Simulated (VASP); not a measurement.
# ZrB (Fm-3m) in VASP: settings compared, part 2 of 2

VASP 6.6.1. Earlier steps stand in the parts before.

## (3) Single point, PBE+D3(BJ)

This run uses another cell than the first one, of 14.38 Å³/atom, 0.980 times its volume.

File INCAR:

```
  PREC = Accurate
  ENCUT = 500
  EDIFF = 1E-6
  ISMEAR = 0
  SIGMA = 0.05
  LREAL = F
  LASPH = T
  NELM = 120
  ALGO = Normal
  ISIF = 2
  LWAVE = F
  LCHARG = F
  GGA = PE
  IVDW = 12
  NBANDS = 14
  GGA_COMPAT = F
```

File KPOINTS:

```
Automatic mesh
0
Gamma
  8 8 8
```

File POSCAR:

```
ZrB
1.0
    0.0000000000      2.4315717114      2.4315717114
    2.4315717114      0.0000000000      2.4315717114
    2.4315717114      2.4315717114      0.0000000000
Zr B
1 1
Direct
    0.5000000000      0.5000000000      0.5000000000
    0.0000000000      0.0000000000      0.0000000000
```

Potentials or basis: VASP PAW PBE potentials, release 64 (Zr_sv, B).

Started as:

```
$ cat potpaw_PBE.64/Zr_sv/POTCAR potpaw_PBE.64/B/POTCAR > POTCAR
$ mpirun -np 1 vasp_std > vasp.out
```

OUTCAR:

```text
PREC = Accurate
   ENCUT = 500
   EDIFF = 1E-6
   ISMEAR = 0
   LREAL = F
   LASPH = T
   NELM = 120
   ISIF = 2
   GGA = PE
   IVDW = 12
 IVDW          = 12

 ion  position               nearest neighbor table
   1  0.500  0.500  0.500-   2 2.43   2 2.43   2 2.43   2 2.43   2 2.43   2 2.43
   2  0.000  0.000  0.000-   1 2.43   1 2.43   1 2.43   1 2.43   1 2.43   1 2.43

  LATTYP: Found a face centered cubic cell.
 ALAT       =     4.8631434228

  Lattice vectors:

 A1 = (   0.0000000000,   2.4315717114,   2.4315717114)
 A2 = (   2.4315717114,   0.0000000000,   2.4315717114)
 A3 = (   2.4315717114,   2.4315717114,   0.0000000000)

Analysis of symmetry for initial positions (statically):
=====================================================================
 Subroutine PRICEL returns:
 Original cell was already a primitive cell.

 Routine SETGRP: Setting up the symmetry group for a
 face centered cubic supercell.

 Subroutine GETGRP returns: Found 48 space group operations
[... 9 lines left out ...]

 Routine SETGRP: Setting up the symmetry group for a
 face centered cubic supercell.

[... 165 lines left out ...]
      4     -17.5019      2.00000
      5      -0.4013      2.00000
      6       9.4613      0.00000
      7       9.4613      0.00000
      8       9.4613      0.00000
      9      10.9114      0.00000
     10      10.9114      0.00000
     11      11.1822      0.00000
     12      11.1822      0.00000
     13      11.1822      0.00000
     14      18.4360      0.00000
[... 377 lines left out ...]
      1     -39.6091      2.00000
      2     -18.0073      2.00000
      3     -17.7209      2.00000
      4     -17.6154      2.00000
      5       2.8668      2.00000
      6       4.8285      2.00000
      7       6.6800      2.00000
      8       7.0189      2.00000
      9      12.1058      0.00000
     10      12.1897      0.00000
     11      13.5885      0.00000
     12      16.9901      0.00000
     13      17.0999      0.00000
     14      18.5055      0.00000

 [... further k-points ...]

------------------------ aborting loop because EDIFF is reached ----------------------------------------

 Edisp (eV)   -0.78345

 E8    (eV) :    -0.3656

  FORCE on cell =-STRESS in cart. coord.  units (eV):
  Direction    XX          YY          ZZ          XY          YZ          ZX
  --------------------------------------------------------------------------------------
  -------------------------------------------------------------------------------------
  Total      -0.01193    -0.01193    -0.01193    -0.00000    -0.00000     0.00000
  in kB      -0.66476    -0.66476    -0.66476    -0.00000    -0.00000     0.00000
  external pressure =       -0.66 kB  Pullay stress =        0.00 kB

 VOLUME and BASIS-vectors are now :
 -----------------------------------------------------------------------------
  energy-cutoff  :      500.00
  volume of cell :       28.75
      direct lattice vectors                 reciprocal lattice vectors
     0.000000000  2.431571711  2.431571711    -0.205628318  0.205628318  0.205628318
     2.431571711  0.000000000  2.431571711     0.205628318 -0.205628318  0.205628318
     2.431571711  2.431571711  0.000000000     0.205628318  0.205628318 -0.205628318

 POSITION                                       TOTAL-FORCE (eV/Angst)
 -----------------------------------------------------------------------------------
      2.43157      2.43157      2.43157         0.000000      0.000000      0.000000
      0.00000      0.00000      0.00000        -0.000000     -0.000000     -0.000000
 -----------------------------------------------------------------------------------
    total drift:                                0.000000      0.000000      0.000000

  FREE ENERGIE OF THE ION-ELECTRON SYSTEM (eV)
  ---------------------------------------------------
  free  energy   TOTEN  =       -16.7714630510 eV

  energy  without entropy=      -16.7702369263  energy(sigma->0) =      -16.77084999
```

OSZICAR:

```text
N       E                     dE             d eps       ncg     rms          rms(c)
DAV:   1     0.909681168653E+02    0.90968E+02   -0.75895E+03   812   0.987E+02
DAV:   2    -0.123391764267E+02   -0.10331E+03   -0.98949E+02  1010   0.277E+02
DAV:   3    -0.176626790129E+02   -0.53235E+01   -0.52904E+01  1368   0.520E+01
DAV:   4    -0.178509704579E+02   -0.18829E+00   -0.18828E+00   962   0.598E+00
DAV:   5    -0.178524894016E+02   -0.15189E-02   -0.15189E-02  1094   0.609E-01    0.178E+01
DAV:   6    -0.159912756091E+02    0.18612E+01   -0.27392E+00   932   0.144E+01    0.612E+00
DAV:   7    -0.159860795354E+02    0.51961E-02   -0.28021E-01  1134   0.362E+00    0.277E+00
DAV:   8    -0.159886555115E+02   -0.25760E-02   -0.33556E-02  1016   0.154E+00    0.283E-01
DAV:   9    -0.159879160431E+02    0.73947E-03   -0.33985E-03   952   0.366E-01    0.148E-01
DAV:  10    -0.159880222932E+02   -0.10625E-03   -0.45016E-04   962   0.237E-01    0.365E-02
DAV:  11    -0.159880140003E+02    0.82929E-05   -0.27464E-05  1016   0.412E-02    0.402E-03
DAV:  12    -0.159880124866E+02    0.15137E-05   -0.13944E-06   706   0.128E-02    0.359E-03
DAV:  13    -0.159880125116E+02   -0.25018E-07   -0.13046E-07   502   0.379E-03
   1 F= -.16771463E+02 E0= -.16770850E+02  d E =-.122612E-02
```

It took 12 s on 1 thread of Intel Xeon Platinum 8488C (Sapphire Rapids), shared host; peak memory 0.17 GiB.

What came out:

```
Free energy                : -16.7715 eV
Pressure                   : -0.1 GPa
Dispersion energy per atom : -0.392 eV
```

Levels at points of the mesh, in eV from the Fermi level:
| k point | band 5 | band 6 | band 7 | band 8 | band 9 | band 10 | band 11 | band 12 |
| --- | --- | --- | --- | --- | --- | --- | --- | --- |
| (0.00, 0.00, 0.00) | -8.12 | 1.74 | 1.74 | 1.74 | 3.19 | 3.19 | 3.46 | 3.46 |
| (0.50, 0.00, 0.00) | -4.14 | -3.89 | -1.22 | -1.22 | 4.92 | 4.92 | 6.24 | 7.58 |
| (0.50, 0.50, 0.00) | -6.19 | -0.85 | -0.76 | 2.09 | 2.09 | 4.66 | 5.87 | 5.87 |

Caveat: pairwise dispersion overbinds metals, which lowers pressure and volume.

## (4) Single point, PBE+D3(BJ)

This run uses another cell than the first one, of 14.36 Å³/atom, 0.979 times its volume.

File INCAR:

```
SYSTEM = ZrB
PREC = Accurate ; ENCUT = 500
EDIFF = 1E-6 ; ISMEAR = 0
SIGMA = 0.05 ; LREAL = .FALSE.
LASPH = .TRUE. ; NELM = 120
ALGO = Normal ; ISIF = 2
LWAVE = .FALSE. ; LCHARG = .TRUE.
GGA = PE ; IVDW = 12
LELF = .TRUE. ; LVHAR = .TRUE.
NBANDS = 14 ; GGA_COMPAT = .FALSE.
```

File KPOINTS:

```
regular mesh
0
G
  8 8 8
  0 0 0
```

File POSCAR:

```
ZrB
1.0
    0.0000000000      2.4305635212      2.4305635212
    2.4305635212      0.0000000000      2.4305635212
    2.4305635212      2.4305635212      0.0000000000
Zr B
1 1
Direct
    0.5000000000      0.5000000000      0.5000000000
    0.0000000000      0.0000000000      0.0000000000
```

Started as:

```
$ cat potpaw_PBE.64/Zr_sv/POTCAR potpaw_PBE.64/B/POTCAR > POTCAR
$ mpirun -np 1 vasp_std > vasp.out
```

It took 11 s on 1 thread of Intel Xeon Platinum 8488C (Sapphire Rapids), shared host; peak memory 0.17 GiB.

The run converged. Its results:

| Quantity | Value |
| --- | --- |
| Free energy | -16.7714 eV |
| Pressure | 0.1 GPa |
| Dispersion energy per atom | -0.392 eV |

Levels at points of the mesh, in eV from the Fermi level:
```
           k point  band 4  band 5  band 6  band 7  band 8  band 9  band 10  band 11  band 12  band 13
(0.00, 0.00, 0.00)  -25.21   -8.12    1.74    1.74    1.74    3.20     3.20     3.47     3.47     3.47
(0.50, 0.00, 0.00)  -25.28   -4.13   -3.89   -1.22   -1.22    4.93     4.93     6.25     7.58    11.59
(0.50, 0.50, 0.00)  -25.42   -6.19   -0.86   -0.76    2.09    2.09     4.66     5.88     5.88     8.87
```

Caveat: pairwise dispersion overbinds metals, which lowers pressure and volume.

## (5) Single point, PBE+D3(BJ) (volume scaled by 1.02)

File INCAR:

```
SYSTEM = ZrB
  PREC = Accurate
  ENCUT = 500
  EDIFF = 1E-6
  ISMEAR = 0
  SIGMA = 0.05
  LREAL = .FALSE.
  LASPH = .TRUE.
  NELM = 120
  ALGO = Normal
  ISIF = 2
  LWAVE = .FALSE.
  LCHARG = .TRUE.
  GGA = PE
  IVDW = 12
  LELF = .TRUE.
  LVHAR = .TRUE.
  NBANDS = 14
  GGA_COMPAT = .FALSE.
```

File KPOINTS:

```
Automatic mesh
0
G
  8 8 8
  0 0 0
```

File POSCAR:

```
ZrB
1.0
    0.0000000000      2.4466604375      2.4466604375
    2.4466604375      0.0000000000      2.4466604375
    2.4466604375      2.4466604375      0.0000000000
Zr B
1 1
Direct
    0.5000000000      0.5000000000      0.5000000000
    0.0000000000      0.0000000000      0.0000000000
```

Started as:

```
$ cat potpaw_PBE.64/Zr_sv/POTCAR potpaw_PBE.64/B/POTCAR > POTCAR
$ mpirun -np 1 vasp_std > vasp.out
```

It took 11 s on 1 thread of Intel Xeon Platinum 8488C (Sapphire Rapids), shared host; peak memory 0.16 GiB.

It converged, with:

* Free energy: -16.7664 eV
* Pressure: -3.1 GPa
* Dispersion energy per atom: -0.384 eV

Levels at points of the mesh, in eV from the Fermi level:
| k point | band 5 | band 6 | band 7 | band 8 | band 9 | band 10 | band 11 | band 12 |
| --- | --- | --- | --- | --- | --- | --- | --- | --- |
| (0.00, 0.00, 0.00) | -8.08 | 1.72 | 1.72 | 1.72 | 3.13 | 3.13 | 3.42 | 3.42 |
| (0.50, 0.00, 0.00) | -4.19 | -3.84 | -1.19 | -1.19 | 4.82 | 4.82 | 6.10 | 7.49 |
| (0.50, 0.50, 0.00) | -6.14 | -0.81 | -0.80 | 2.04 | 2.04 | 4.56 | 5.74 | 5.74 |

Caveat: the cell differs from its parent crystal (volume scaled by 1.02); pairwise dispersion overbinds metals, which lowers pressure and volume.

## (6) Summary

```tsv
level	potentials or basis	cell	gap on the mesh (eV)	pressure (GPa)
LDA	VASP PAW LDA potentials, release 64 (Zr_sv, B)	a = 3.462 Å, angles 60.0°, 2 atoms	none	-6.1
PBE+D3(BJ)	VASP PAW PBE potentials, release 64 (Zr_sv, B)	a = 3.439 Å, angles 60.0°, 2 atoms	none	-0.1
PBE+D3(BJ)	VASP PAW PBE potentials, release 64 (Zr_sv, B)	a = 3.437 Å, angles 60.0°, 2 atoms	none	0.1
PBE+D3(BJ)	VASP PAW PBE potentials, release 64 (Zr_sv, B)	a = 3.460 Å, angles 60.0°, 2 atoms	none	-3.1
```

Alike in all rows: task single point; no spin polarisation; k mesh 8 × 8 × 8; cutoff (eV) 500; smearing gaussian 0.05 eV.

Caveats: pairwise dispersion overbinds metals, which lowers pressure and volume (some runs).

Total energies depend on the potentials used, so only differences within one code and one set of settings carry meaning.
